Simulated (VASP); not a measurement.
# P (I-42d) in VASP: density of states with PBEsol

Aim: the density of states of P with PBEsol.

Everything below comes from runs of VASP 6.6.1. Logs are shortened: lines on timing, memory, paths and dates and some standing lists are left out, and cuts for length are marked.

**1. The cell of the first run**

Symmetry: I-42d, No. 122, tetragonal system. The conventional cell has a = 7.878 Å, b = 7.878 Å, c = 6.438 Å, α = 90.00°, β = 90.00°, γ = 90.00°. Within 3.0 Å of P (site symmetry 1) lie 3 P at 2.25 to 2.26 Å.

**2. Density of states, PBEsol**

File POSCAR:

```
P
1.0
   -3.9390490000      3.9390490000      3.2191620000
    3.9390490000     -3.9390490000      3.2191620000
    3.9390490000      3.9390490000     -3.2191620000
P
8
Direct
    0.2767905000      0.4071735000      0.7505030000
    0.6566705000      0.5262875000      0.2494970000
    0.2762875000      0.9066705000      0.7494970000
    0.1571735000      0.5267905000      0.2505030000
    0.0933295000      0.8428265000      0.3696170000
    0.4732095000      0.7237125000      0.6303830000
    0.5928265000      0.3433295000      0.8696170000
    0.4737125000      0.7232095000      0.1303830000
```

File INCAR.step1:

```
  PREC = Accurate
  ENCUT = 520
  EDIFF = 1E-7
  ISMEAR = 0
  SIGMA = 0.02
  LREAL = F
  LASPH = T
  NELM = 100
  ALGO = Normal
  ISIF = 2
  LWAVE = F
  LCHARG = T
  GGA = PS
  NBANDS = 30
```

File KPOINTS.step1:

```
regular mesh
0
Gamma
  6 6 6
```

File INCAR.step2:

```
  PREC = Accurate
  ENCUT = 520
  EDIFF = 1E-7
  ISMEAR = -5
  SIGMA = 0.02
  LREAL = F
  LASPH = T
  NELM = 100
  ALGO = Normal
  ISIF = 2
  LWAVE = F
  LCHARG = F
  GGA = PS
  LORBIT = 11
  NEDOS = 1001
  ICHARG = 11
```

File KPOINTS.step2:

```
regular mesh
0
Gamma
  9 9 9
```

Potentials or basis: VASP PAW PBE potentials, release 64 (P).

Launch:

```console
> cat potpaw_PBE.64/P/POTCAR > POTCAR
> cp INCAR.step1 INCAR
> cp KPOINTS.step1 KPOINTS
> mpirun -np 1 vasp_std > vasp.out
> cp INCAR.step2 INCAR
> cp KPOINTS.step2 KPOINTS
> mpirun -np 1 vasp_std > vasp.out
```

OUTCAR:

```text
PREC = Accurate
   ENCUT = 520
   EDIFF = 1E-7
   ISMEAR = -5
   LREAL = F
   LASPH = T
   NELM = 100
   ISIF = 2
   GGA = PS
   LORBIT = 11
   ICHARG = 11

 ion  position               nearest neighbor table
   1  0.277  0.407  0.751-   6 2.25   7 2.26   8 2.26
   2  0.657  0.526  0.249-   5 2.25   8 2.26   7 2.26
   3  0.276  0.907  0.749-   7 2.25   6 2.26   5 2.26
   4  0.157  0.527  0.251-   8 2.25   5 2.26   6 2.26
   5  0.093  0.843  0.370-   2 2.25   4 2.26   3 2.26
   6  0.473  0.724  0.630-   1 2.25   3 2.26   4 2.26
   7  0.593  0.343  0.870-   3 2.25   1 2.26   2 2.26
   8  0.474  0.723  0.130-   4 2.25   2 2.26   1 2.26

  LATTYP: Found a body centered tetragonal cell.
 ALAT       =     7.8780980000
 C/A-ratio  =     0.8172434514

  Lattice vectors:

 A1 = (  -3.9390490000,   3.9390490000,   3.2191620000)
 A2 = (   3.9390490000,  -3.9390490000,   3.2191620000)
 A3 = (   3.9390490000,   3.9390490000,  -3.2191620000)

Analysis of symmetry for initial positions (statically):
=====================================================================
 Subroutine PRICEL returns:
 Original cell was already a primitive cell.

 Routine SETGRP: Setting up the symmetry group for a
 body centered tetragonal supercell.

 Subroutine GETGRP returns: Found  8 space group operations
 (whereof  4 operations were pure point group operations)
 out of a pool of 16 trial point group operations.

The static configuration has the point symmetry S_4 .
 The point group associated with its full space group is D_2d.

Analysis of symmetry for dynamics (positions and initial velocities):
=====================================================================
 Subroutine PRICEL returns:
 Original cell was already a primitive cell.

 Routine SETGRP: Setting up the symmetry group for a
 body centered tetragonal supercell.

 Subroutine GETGRP returns: Found  8 space group operations
 (whereof  4 operations were pure point group operations)
 out of a pool of 16 trial point group operations.

The dynamic configuration has the point symmetry S_4 .
 The point group associated with its full space group is D_2d.

 Subroutine INISYM returns: Found  8 space group operations
 (whereof  4 operations are pure point group operations),
 and found     1 'primitive' translations

----------------------------------------------------------------------------------------

                                     Primitive cell

  volume of cell :     199.7954

  direct lattice vectors                    reciprocal lattice vectors
    -3.939049000  3.939049000  3.219162000     0.000000000  0.126934191  0.155319925
     3.939049000 -3.939049000  3.219162000     0.126934191  0.000000000  0.155319925
     3.939049000  3.939049000 -3.219162000     0.126934191  0.126934191  0.000000000

  length of vectors
     6.433911565  6.433911565  6.433911565     0.200590548  0.200590548  0.179512055

  position of ions in fractional coordinates (direct lattice)
     0.276790500  0.407173500  0.750503000
     0.656670500  0.526287500  0.249497000
     0.276287500  0.906670500  0.749497000
     0.157173500  0.526790500  0.250503000
     0.093329500  0.842826500  0.369617000
     0.473209500  0.723712500  0.630383000
     0.592826500  0.343329500  0.869617000
     0.473712500  0.723209500  0.130383000

  ion indices of the primitive-cell ions
   primitive index   ion index
                 1           1
                 2           2
                 3           3
                 4           4
                 5           5
                 6           6
                 7           7
                 8           8

----------------------------------------------------------------------------------------

 KPOINTS: regular mesh

Automatic generation of k-mesh.
 Grid dimensions read from file:
 generate k-points for:    9    9    9

 Generating k-lattice:

  Cartesian coordinates                     Fractional coordinates (reciprocal lattice)
     0.000000000  0.014103799  0.017257769     0.111111111  0.000000000 -0.000000000
     0.014103799  0.000000000  0.017257769     0.000000000  0.111111111 -0.000000000
     0.014103799  0.014103799  0.000000000     0.000000000  0.000000000  0.111111111

  Length of vectors
     0.022287839  0.022287839  0.019945784

  Shift w.r.t. Gamma in fractional coordinates (k-lattice)
     0.000000000  0.000000000  0.000000000

 TETIRR: Found   1695 inequivalent tetrahedra from     4374

 Subroutine IBZKPT returns following result:
 ===========================================

 Found     75 irreducible k-points:

 Following reciprocal coordinates:
            Coordinates               Weight
  0.000000  0.000000  0.000000      1.000000
  0.111111 -0.000000  0.000000      8.000000
  0.222222 -0.000000  0.000000      8.000000
  0.333333  0.000000 -0.000000      8.000000
  0.444444 -0.000000  0.000000      8.000000
  0.111111  0.111111  0.000000      8.000000
[... 16 lines left out ...]
 -0.333333  0.333333  0.000000      4.000000
  0.444444  0.444444 -0.000000      8.000000
 [... further k-points ...]
   k-points           NKPTS =     75   k-points in BZ     NKDIM =     75   number of bands    NBANDS=     25
   number of dos      NEDOS =   1001   number of ions     NIONS =      8
   total plane-waves  NPLWV = 110592
   dimension x,y,z NGX =    48 NGY =   48 NGZ =   48
   dimension x,y,z NGXF=    96 NGYF=   96 NGZF=   96
   ions per type =               8
   NGX,Y,Z   is equivalent  to a cutoff of  12.40, 12.40, 12.40 a.u.
   NGXF,Y,Z  is equivalent  to a cutoff of  24.81, 24.81, 24.81 a.u.
 SYSTEM =  unknown system
   PREC   = accura    normal or accurate (medium, high low for compatibility)
   ISTART =      0    job   : 0-new  1-cont  2-samecut
   ICHARG =     11    charge: 1-file 2-atom 10-const
   ISPIN  =      1    spin polarized calculation?
   LNONCOLLINEAR =      F non collinear calculations
   LSORBIT =      F    spin-orbit coupling
   LASPH  =      T    aspherical Exc in radial PAW
   ENCUT  =  520.0 eV  38.22 Ry    6.18 a.u.  11.96 11.96 11.96*2*pi/ulx,y,z
   NELM   =    100;   NELMIN=  2; NELMDL=  0     # of ELM steps
   EDIFF  = 0.1E-06   stopping-criterion for ELM
   LREAL  =      F    real-space projection
   EDIFFG = 0.1E-05   stopping-criterion for IOM
   NSW    =      0    number of steps for IOM
   IBRION =     -1    ionic relax: 0-MD 1-quasi-New 2-CG
   NFREE  =      0    steps in history (QN), initial steepest desc. (CG)
   ISIF   =      2    stress and relaxation
   ISYM   =      2    0-nonsym 1-usesym 2-fastsym
   POTIM  = 0.5000    time-step for ionic-motion
   TEBEG  =    0.0;   TEEND  =   0.0 temperature during run
   PSTRESS=    0.0 pullay stress
   NELECT =      40.0000    total number of electrons
   NUPDOWN=      -1.0000    fix difference up-down
   EMIN   =  10.00;   EMAX   =-10.00  energy-range for DOS
   EFERMI =   0.00;   METHOD = LEGACY
   ISMEAR =    -5;   SIGMA  =   0.02  broadening in eV -4-tet -1-fermi 0-gaus
   EFERMI_NEDOS =   21; number of points for ismear=-14 and -15
   IALGO  =     38    algorithm
   IMIX   =      4    mixing-type and parameters
     AMIX     =   0.40;   BMIX     =  1.00
     AMIX_MAG =   1.60;   BMIX_MAG =  1.00
  volume/ion in A,a.u.               =      24.97       168.54
  Fermi-wavevector in a.u.,A,eV,Ry     =   0.957708  1.809805 12.479318  0.917204
  Thomas-Fermi vector in A             =   2.086750
   LORBIT       =     11    0 simple, 1 ext, 2 COOP (PROOUT), +10 PAW based schemes
   GGA     = PS    functional components
   LHFCALC =     F    Hartree Fock is set to
   AEXX    =    0.0000 exact exchange contribution
   IVDW    =     0    specifies the selected vdW correction
   LEPSILON=     F    determine dielectric tensor
   LRPA    =     F    only Hartree local field effects (RPA)
 non-spin polarized calculation
 Fermi weights with tetrahedron method with Bloechl corrections
  energy-cutoff  :      520.00
  volume of cell :      199.80
 maximum number of plane-waves:      5444

 number of electron      40.0000000 magnetization

 Free energy of the ion-electron system (eV)
  ---------------------------------------------------
  ext. energy  EPLUGINS =         0.00000000
  ---------------------------------------------------
  free energy    TOTEN  =       -45.44297805 eV

  energy without entropy =      -45.44297805  energy(sigma->0) =      -45.44297805

 E-fermi :   2.7527     XC(G=0):  -8.4662

 val. band max:        2.7497365735   @ k =   0.2222   0.2222   0.2222
 cond. band min:       4.3203176197   @ k =   0.4444  -0.0000   0.0000
 fundamental gap:      1.5705810462
 Fermi energy:         2.7527101124

 k-point     1 :       0.0000    0.0000    0.0000
  band No.  band energies     occupation
      1     -11.5864      2.00000
      2      -8.9347      2.00000
      3      -8.5581      2.00000
      4      -8.5581      2.00000
      5      -6.0571      2.00000
      6      -5.7962      2.00000
[... 17 lines left out ...]
     24       5.9839      0.00000
     25       6.3362      0.00000

 k-point     2 :       0.1111   -0.0000    0.0000
  band No.  band energies     occupation
      1     -11.5520      2.00000
      2      -9.1861      2.00000
      3      -8.5855      2.00000
      4      -8.3264      2.00000
      5      -6.2950      2.00000
      6      -5.7605      2.00000
[... 17 lines left out ...]
     24       5.9603      0.00000
     25       6.1788      0.00000
[... 586 lines left out ...]
     24       5.7326      0.00000
     25       6.5716      0.00000

 k-point    24 :       0.4444    0.4444   -0.0000
  band No.  band energies     occupation
      1     -10.8281      2.00000
      2     -10.7776      2.00000
      3      -7.9893      2.00000
      4      -7.8787      2.00000
      5      -6.6449      2.00000
      6      -6.4910      2.00000
[... 17 lines left out ...]
     24       5.4978      0.00000
     25       6.5103      0.00000

 [... further k-points ...]
[... 5 lines left out ...]
  --------------------------------------------------------------------------------------
  -------------------------------------------------------------------------------------
  Total       -2.5958384     -2.5958384     -2.0096225      0.0000000     -0.0000000      0.0000000
  in kB      -20.8162575    -20.8162575    -16.1153400      0.0000000     -0.0000000      0.0000000
  external PRESSURE =     -19.2492850 kB  Pullay stress =       0.0000000 kB

 VOLUME and BASIS-vectors are now :
 -----------------------------------------------------------------------------
  energy-cutoff  :      520.00
  volume of cell :      199.80
      direct lattice vectors                 reciprocal lattice vectors
    -3.939049000  3.939049000  3.219162000     0.000000000  0.126934191  0.155319925
     3.939049000 -3.939049000  3.219162000     0.126934191  0.000000000  0.155319925
     3.939049000  3.939049000 -3.219162000     0.126934191  0.126934191  0.000000000

 POSITION                                       TOTAL-FORCE (eV/Angst)
 -----------------------------------------------------------------------------------
      3.46985      2.44268     -0.21420         0.005867      0.078284      0.086074
      0.46920      1.49637      3.00496        -0.005867     -0.078284      0.086074
      5.43541      0.46920      1.39538        -0.078284     -0.005867      0.086074
      2.44268     -0.46920      1.39538         0.078284      0.005867      0.086074
      4.40824     -1.49637      1.82378        -0.005867      0.078284     -0.086074
      3.46985      1.49637      1.82378         0.005867     -0.078284     -0.086074
      2.44268      4.40824      0.21420         0.078284     -0.005867     -0.086074
      1.49637     -0.46920      3.43336        -0.078284      0.005867     -0.086074
 -----------------------------------------------------------------------------------
    total drift:                                0.000163      0.000163     -0.000399

  FREE ENERGIE OF THE ION-ELECTRON SYSTEM (eV)
  ---------------------------------------------------
  free  energy   TOTEN  =       -45.4429780467 eV

  energy  without entropy=      -45.4429780467  energy(sigma->0) =      -45.44297805

 total charge

# of ion       s       p       d       tot
------------------------------------------
    1        1.087   1.351   0.000   2.438
    2        1.087   1.351   0.000   2.438
    3        1.087   1.351   0.000   2.438
    4        1.087   1.351   0.000   2.438
    5        1.087   1.351   0.000   2.438
    6        1.087   1.351   0.000   2.438
    7        1.087   1.351   0.000   2.438
    8        1.087   1.351   0.000   2.438
--------------------------------------------------
tot          8.695  10.807   0.000  19.502
```

It took 9.1 min on 1 thread of Oxide Virtual Turin-like, shared host; peak memory 0.42 GiB.

What came out:

| Property | Result |
| --- | --- |
| Valence electrons inside the program's atomic spheres | P 2.44 |

Caveat: the PAW data sets were made with another functional, which shifts forces and pressure a little.
